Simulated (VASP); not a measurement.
Input of a VASP 6.6.1 run:

INCAR

```
SYSTEM = Ti
ALGO     = Normal         ! electronic algorithm
EDIFF    = 1E-7           ! SCF threshold, eV
EDIFFG   = -0.005         ! ionic threshold
ENCUT    = 600            ! plane-wave cutoff, eV
GGA      = PS             ! functional
IBRION   = 2              ! ionic algorithm
ISIF     = 3              ! what is computed and relaxed
ISMEAR   = -1             ! smearing method
LASPH    = .True.         ! aspherical terms in the spheres
LCHARG   = .False.        ! write CHGCAR
LREAL    = .False.        ! projectors in reciprocal space
LWAVE    = .False.        ! write WAVECAR
NELM     = 100            ! most SCF steps
NSW      = 32             ! ionic steps
PREC     = Accurate       ! precision mode
PSTRESS  = 130.0        
SIGMA    = 0.05           ! smearing width, eV
```

File KPOINTS:

```
k-points
0
Gamma
  15 15 15
  0 0 0
```

POSCAR

```
Ti
1.0
    2.4872936979      0.0000000000      0.0000000000
    0.0000000000      2.4872936979      0.0000000000
    0.0000000000      0.0000000000      2.4872936979
Ti
1
Direct
    0.0000000000      0.0000000000      0.0000000000
```

Potentials or basis: VASP PAW PBE potentials, release 64 (Ti_sv).

The run is started by

```bash
$ cat potpaw_PBE.64/Ti_sv/POTCAR > POTCAR
$ mpirun -np 1 vasp_std > vasp.out
```

Problem. What does it give for the relaxed cell?

Solution. a = 2.486 Å, b = 2.486 Å, c = 2.486 Å, α = 90.00°, β = 90.00°, γ = 90.00°.

Problem. What does it give for the relaxed volume?

Solution. 15.37 Å³/atom.

Problem. Estimate the space group after relaxing (to 0.05 Å).

Solution. Pm-3m (No. 221).

Problem. Predict the band gap on the k mesh.

Solution. Zero (band 6 reaches 10.05 eV, above the bottom of band 7 at 7.65 eV).

Final structure:
```cif
data_structure
_symmetry_space_group_name_H-M 'P 1'
_symmetry_Int_Tables_number 1
_cell_length_a 2.4863
_cell_length_b 2.4863
_cell_length_c 2.4863
_cell_angle_alpha 90.000
_cell_angle_beta 90.000
_cell_angle_gamma 90.000
_cell_volume 15.37
loop_
_atom_site_label
_atom_site_type_symbol
_atom_site_fract_x
_atom_site_fract_y
_atom_site_fract_z
_atom_site_occupancy
Ti1 Ti 0.00000 0.00000 0.00000 1
```

Caveat: the cell is relaxed towards a set pressure, so the enthalpy falls and the energy may rise; the PAW data sets were made with another functional, which shifts forces and pressure a little.
